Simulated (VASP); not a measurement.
# LaAg (Pm-3m) in VASP: a series of runs

The runs below take LaAg through single point, relaxation of cell and atoms, with LDA.

Everything below comes from runs of VASP 6.6.1. Logs are shortened: lines on timing, memory, paths and dates and some standing lists are left out, and cuts for length are marked.

**1. The cell of the first run**

It takes space group Pm-3m (No. 221, cubic). The conventional cell has a = 3.709 Å, b = 3.709 Å, c = 3.709 Å, α = 90.00°, β = 90.00°, γ = 90.00°. Within 4.2 Å of La (site symmetry m-3m) lie 8 Ag at 3.21 Å and 6 La at 3.71 Å. Within 4.2 Å of Ag (site symmetry m-3m) lie 8 La at 3.21 Å and 6 Ag at 3.71 Å.

**2. Single point, LDA**

INCAR

```
SYSTEM = LaAg
ALGO = Fast ; EDIFF = 1E-6
ENCUT = 520 ; ISIF = 2
ISMEAR = -1 ; LASPH = .TRUE.
LCHARG = .FALSE. ; LREAL = .FALSE.
LWAVE = .FALSE. ; NBANDS = 18
NELM = 100 ; PREC = Accurate
SIGMA = 0.05
```

KPOINTS

```
k-points
0
G
  9 9 9
  0 0 0
```

POSCAR

```
LaAg
1.0
    3.7085414612      0.0000000000      0.0000000000
    0.0000000000      3.7085414612      0.0000000000
    0.0000000000      0.0000000000      3.7085414612
La Ag
1 1
Direct
    0.5000000000      0.5000000000      0.5000000000
    0.0000000000      0.0000000000      0.0000000000
```

Potentials or basis: VASP PAW LDA potentials, release 64 (La, Ag).

Started as:

```
cat potpaw_LDA.64/La/POTCAR potpaw_LDA.64/Ag/POTCAR > POTCAR
mpirun -np 1 vasp_std > vasp.out
```

OUTCAR:

```text
SYSTEM = LaAg
   EDIFF = 1E-6
   ENCUT = 520
   ISIF = 2
   ISMEAR = -1
   LASPH = .TRUE.
   LREAL = .FALSE.
   NELM = 100
   PREC = Accurate

 ion  position               nearest neighbor table
   1  0.500  0.500  0.500-   2 3.21   2 3.21   2 3.21   2 3.21   2 3.21   2 3.21   2 3.21   2 3.21

   2  0.000  0.000  0.000-   1 3.21   1 3.21   1 3.21   1 3.21   1 3.21   1 3.21   1 3.21   1 3.21

  LATTYP: Found a simple cubic cell.
 ALAT       =     3.7085414612

  Lattice vectors:

 A1 = (   3.7085414612,   0.0000000000,   0.0000000000)
 A2 = (   0.0000000000,   3.7085414612,   0.0000000000)
 A3 = (   0.0000000000,   0.0000000000,   3.7085414612)

Analysis of symmetry for initial positions (statically):
=====================================================================
 Subroutine PRICEL returns:
 Original cell was already a primitive cell.

 Routine SETGRP: Setting up the symmetry group for a
 simple cubic supercell.

 Subroutine GETGRP returns: Found 48 space group operations
 (whereof 48 operations were pure point group operations)
 out of a pool of 48 trial point group operations.

The static configuration has the point symmetry O_h .

Analysis of symmetry for dynamics (positions and initial velocities):
=====================================================================
 Subroutine PRICEL returns:
 Original cell was already a primitive cell.

 Routine SETGRP: Setting up the symmetry group for a
 simple cubic supercell.

 Subroutine GETGRP returns: Found 48 space group operations
 (whereof 48 operations were pure point group operations)
 out of a pool of 48 trial point group operations.

The dynamic configuration has the point symmetry O_h .

 Subroutine INISYM returns: Found 48 space group operations
 (whereof 48 operations are pure point group operations),
 and found     1 'primitive' translations

----------------------------------------------------------------------------------------

                                     Primitive cell

  volume of cell :      51.0046

  direct lattice vectors                    reciprocal lattice vectors
     3.708541461  0.000000000  0.000000000     0.269647788  0.000000000  0.000000000
     0.000000000  3.708541461  0.000000000     0.000000000  0.269647788  0.000000000
     0.000000000  0.000000000  3.708541461     0.000000000  0.000000000  0.269647788

  length of vectors
     3.708541461  3.708541461  3.708541461     0.269647788  0.269647788  0.269647788

  position of ions in fractional coordinates (direct lattice)
     0.500000000  0.500000000  0.500000000
     0.000000000  0.000000000  0.000000000

  ion indices of the primitive-cell ions
   primitive index   ion index
                 1           1
                 2           2

----------------------------------------------------------------------------------------

 KPOINTS: k-points

Automatic generation of k-mesh.
 Grid dimensions read from file:
 generate k-points for:    9    9    9

 Generating k-lattice:

  Cartesian coordinates                     Fractional coordinates (reciprocal lattice)
     0.029960865  0.000000000  0.000000000     0.111111111  0.000000000  0.000000000
     0.000000000  0.029960865  0.000000000     0.000000000  0.111111111  0.000000000
     0.000000000  0.000000000  0.029960865     0.000000000  0.000000000  0.111111111

  Length of vectors
     0.029960865  0.029960865  0.029960865

  Shift w.r.t. Gamma in fractional coordinates (k-lattice)
     0.000000000  0.000000000  0.000000000

 Subroutine IBZKPT returns following result:
 ===========================================

 Found     35 irreducible k-points:

 Following reciprocal coordinates:
            Coordinates               Weight
  0.000000  0.000000  0.000000      1.000000
  0.111111  0.000000  0.000000      6.000000
  0.222222  0.000000  0.000000      6.000000
  0.333333  0.000000  0.000000      6.000000
  0.444444  0.000000  0.000000      6.000000
  0.111111  0.111111  0.000000     12.000000
[... 16 lines left out ...]
  0.333333  0.333333  0.111111     24.000000
  0.444444  0.333333  0.111111     48.000000
 [... further k-points ...]
   k-points           NKPTS =     35   k-points in BZ     NKDIM =     35   number of bands    NBANDS=     18
   number of dos      NEDOS =    301   number of ions     NIONS =      2
   total plane-waves  NPLWV =  21952
   dimension x,y,z NGX =    28 NGY =   28 NGZ =   28
   dimension x,y,z NGXF=    56 NGYF=   56 NGZF=   56
   ions per type =               1   1
   NGX,Y,Z   is equivalent  to a cutoff of  12.55, 12.55, 12.55 a.u.
   NGXF,Y,Z  is equivalent  to a cutoff of  25.10, 25.10, 25.10 a.u.
 SYSTEM =  LaAg
   PREC   = accura    normal or accurate (medium, high low for compatibility)
   ISTART =      0    job   : 0-new  1-cont  2-samecut
   ICHARG =      2    charge: 1-file 2-atom 10-const
   ISPIN  =      1    spin polarized calculation?
   LNONCOLLINEAR =      F non collinear calculations
   LSORBIT =      F    spin-orbit coupling
   LASPH  =      T    aspherical Exc in radial PAW
   ENCUT  =  520.0 eV  38.22 Ry    6.18 a.u.   6.90  6.90  6.90*2*pi/ulx,y,z
   NELM   =    100;   NELMIN=  2; NELMDL= -5     # of ELM steps
   EDIFF  = 0.1E-05   stopping-criterion for ELM
   LREAL  =      F    real-space projection
   EDIFFG = 0.1E-04   stopping-criterion for IOM
   NSW    =      0    number of steps for IOM
   IBRION =     -1    ionic relax: 0-MD 1-quasi-New 2-CG
   NFREE  =      0    steps in history (QN), initial steepest desc. (CG)
   ISIF   =      2    stress and relaxation
   ISYM   =      2    0-nonsym 1-usesym 2-fastsym
   POTIM  = 0.5000    time-step for ionic-motion
   TEBEG  =    0.0;   TEEND  =   0.0 temperature during run
   PSTRESS=    0.0 pullay stress
   NELECT =      22.0000    total number of electrons
   NUPDOWN=      -1.0000    fix difference up-down
   EMIN   =  10.00;   EMAX   =-10.00  energy-range for DOS
   EFERMI =   0.00;   METHOD = LEGACY
   ISMEAR =    -1;   SIGMA  =   0.05  broadening in eV -4-tet -1-fermi 0-gaus
   EFERMI_NEDOS =   21; number of points for ismear=-14 and -15
   IALGO  =     68    algorithm
   IMIX   =      4    mixing-type and parameters
     AMIX     =   0.40;   BMIX     =  1.00
     AMIX_MAG =   1.60;   BMIX_MAG =  1.00
  volume/ion in A,a.u.               =      25.50       172.10
  Fermi-wavevector in a.u.,A,eV,Ry     =   1.236932  2.337463 20.816933  1.530001
  Thomas-Fermi vector in A             =   2.371520
   LORBIT       =      0    0 simple, 1 ext, 2 COOP (PROOUT), +10 PAW based schemes
   GGA     = CA    functional components
   LHFCALC =     F    Hartree Fock is set to
   AEXX    =    0.0000 exact exchange contribution
   IVDW    =     0    specifies the selected vdW correction
   LEPSILON=     F    determine dielectric tensor
   LRPA    =     F    only Hartree local field effects (RPA)
 non-spin polarized calculation
 RMM-DIIS sequential band-by-band and
  energy-cutoff  :      520.00
  volume of cell :       51.00
 maximum number of plane-waves:      1390
 NGX is ok and might be reduce to    28
   NGX = 13   NGY = 13   NGZ = 13

 number of electron      21.9999998 magnetization

 Free energy of the ion-electron system (eV)
  ---------------------------------------------------
  ext. energy  EPLUGINS =         0.00000000
  ---------------------------------------------------
  free energy    TOTEN  =        -9.80042680 eV

  energy without entropy =       -9.78726632  energy(sigma->0) =       -9.79384656

 E-fermi :   8.6566     XC(G=0): -10.9668

 val. band max:        8.6344962172   @ k =   0.4444   0.2222   0.2222
 cond. band min:       8.6925042543   @ k =   0.4444   0.1111   0.0000
 fundamental gap:      0.0580080371
 Fermi energy:         8.6566195138

 k-point     1 :       0.0000    0.0000    0.0000
  band No.  band energies     occupation
      1     -24.1708      2.00000
      2      -7.5358      2.00000
      3      -7.5358      2.00000
      4      -7.5358      2.00000
      5       3.1278      2.00000
      6       3.1278      2.00000
[... 10 lines left out ...]
     17      10.2712      0.00000
     18      10.2712      0.00000

 k-point     2 :       0.1111    0.0000    0.0000
  band No.  band energies     occupation
      1     -24.1615      2.00000
      2      -7.6567      2.00000
      3      -7.5281      2.00000
      4      -7.5281      2.00000
      5       3.1576      2.00000
      6       3.2190      2.00000
[... 10 lines left out ...]
     17      10.2906      0.00000
     18      10.4829      0.00000

 k-point     3 :       0.2222    0.0000    0.0000
  band No.  band energies     occupation
      1     -24.1378      2.00000
      2      -7.9470      2.00000
      3      -7.5087      2.00000
      4      -7.5087      2.00000
      5       3.2352      2.00000
      6       3.4492      2.00000
[... 10 lines left out ...]
     17      10.3407      0.00000
     18      10.3409      0.00000

 k-point     4 :       0.3333    0.0000    0.0000
  band No.  band energies     occupation
      1     -24.1105      2.00000
      2      -8.2537      2.00000
      3      -7.4864      2.00000
      4      -7.4864      2.00000
      5       3.3279      2.00000
      6       3.7066      2.00000
[... 10 lines left out ...]
     17      10.3955      0.00000
     18      10.3971      0.00000

 k-point     5 :       0.4444    0.0000    0.0000
  band No.  band energies     occupation
      1     -24.0926      2.00000
      2      -8.4427      2.00000
      3      -7.4718      2.00000
      4      -7.4718      2.00000
      5       3.3912      2.00000
      6       3.8482      2.00000
[... 10 lines left out ...]
     17      10.4293      0.00000
     18      10.5328      0.00000

 k-point     6 :       0.1111    0.1111    0.0000
  band No.  band energies     occupation
      1     -24.1523      2.00000
      2      -7.6614      2.00000
      3      -7.6326      2.00000
      4      -7.5200      2.00000
      5       3.2125      2.00000
      6       3.2771      2.00000
[... 10 lines left out ...]
     17      10.3090      0.00000
     18      10.4898      0.00000

 k-point     7 :       0.2222    0.1111    0.0000
  band No.  band energies     occupation
      1     -24.1288      2.00000
      2      -7.9343      2.00000
      3      -7.6209      2.00000
      4      -7.4992      2.00000
      5       3.2875      2.00000
      6       3.4871      2.00000
[... 10 lines left out ...]
     17      10.3566      0.00000
     18      10.4969      0.00000

 k-point     8 :       0.3333    0.1111    0.0000
  band No.  band energies     occupation
      1     -24.1018      2.00000
      2      -8.2360      2.00000
      3      -7.5937      2.00000
      4      -7.4754      2.00000
      5       3.3641      2.00000
      6       3.7246      2.00000
[... 10 lines left out ...]
     17      10.4123      0.00000
     18      10.4139      0.00000
[... 229 lines left out ...]
     17      10.4328      0.00000
     18      10.4694      0.00000

 k-point    20 :       0.2222    0.2222    0.1111
  band No.  band energies     occupation
      1     -24.0971      2.00000
      2      -7.9124      2.00000
      3      -7.8564      2.00000
      4      -7.5841      2.00000
      5       3.4396      2.00000
      6       3.6224      2.00000
[... 10 lines left out ...]
     17      10.4374      0.00000
     18      10.5510      0.00000

 k-point    21 :       0.3333    0.2222    0.1111
  band No.  band energies     occupation
      1     -24.0710      2.00000
      2      -8.1755      2.00000
      3      -7.8420      2.00000
      4      -7.5539      2.00000
      5       3.4686      2.00000
      6       3.5747      2.00000
[... 10 lines left out ...]
     17      10.4453      0.00000
     18      10.5885      0.00000

 k-point    22 :       0.4444    0.2222    0.1111
  band No.  band energies     occupation
      1     -24.0538      2.00000
      2      -8.3533      2.00000
      3      -7.8168      2.00000
      4      -7.5338      2.00000
      5       3.4809      2.00000
      6       3.5234      2.00000
[... 10 lines left out ...]
     17      10.5014      0.00000
     18      10.5870      0.00000

 k-point    23 :       0.3333    0.3333    0.1111
  band No.  band energies     occupation
      1     -24.0456      2.00000
      2      -8.1423      2.00000
      3      -8.1023      2.00000
      4      -7.5209      2.00000
      5       3.4373      2.00000
      6       3.4969      2.00000
[... 10 lines left out ...]
     17      10.4988      0.00000
     18      10.6091      0.00000

 k-point    24 :       0.4444    0.3333    0.1111
  band No.  band energies     occupation
      1     -24.0289      2.00000
      2      -8.2957      2.00000
      3      -8.0879      2.00000
      4      -7.4991      2.00000
      5       3.4027      2.00000
      6       3.4235      2.00000
[... 10 lines left out ...]
     17      10.5921      0.00000
     18      10.6666      0.00000

 [... further k-points ...]
[... 5 lines left out ...]
  --------------------------------------------------------------------------------------
  -------------------------------------------------------------------------------------
  Total        0.0030112      0.0030112      0.0030112      0.0000000     -0.0000000     -0.0000000
  in kB        0.0945881      0.0945881      0.0945881      0.0000000     -0.0000000     -0.0000000
  external PRESSURE =       0.0945881 kB  Pullay stress =       0.0000000 kB

 VOLUME and BASIS-vectors are now :
 -----------------------------------------------------------------------------
  energy-cutoff  :      520.00
  volume of cell :       51.00
      direct lattice vectors                 reciprocal lattice vectors
     3.708541461  0.000000000  0.000000000     0.269647788  0.000000000  0.000000000
     0.000000000  3.708541461  0.000000000     0.000000000  0.269647788  0.000000000
     0.000000000  0.000000000  3.708541461     0.000000000  0.000000000  0.269647788

 POSITION                                       TOTAL-FORCE (eV/Angst)
 -----------------------------------------------------------------------------------
      1.85427      1.85427      1.85427         0.000000      0.000000      0.000000
      0.00000      0.00000      0.00000         0.000000      0.000000      0.000000
 -----------------------------------------------------------------------------------
    total drift:                               -0.000000      0.000000      0.000000

  FREE ENERGIE OF THE ION-ELECTRON SYSTEM (eV)
  ---------------------------------------------------
  free  energy   TOTEN  =        -9.8004267977 eV

  energy  without entropy=       -9.7872663229  energy(sigma->0) =       -9.79384656
```

Run time: 30 s. Hardware: 1 thread of Intel Xeon 6975P-C (Granite Rapids), shared host; peak memory 0.17 GiB.

What came out:

- Free energy: -9.8004 eV
- Pressure: 0.0 GPa
- Band gap on the k mesh: zero (bands 11 and 12 overlap by 2.29 eV)

Caveat: spin-orbit coupling is left out, which moves the levels of the heavy elements.

(Continued in part 2 of 2.)
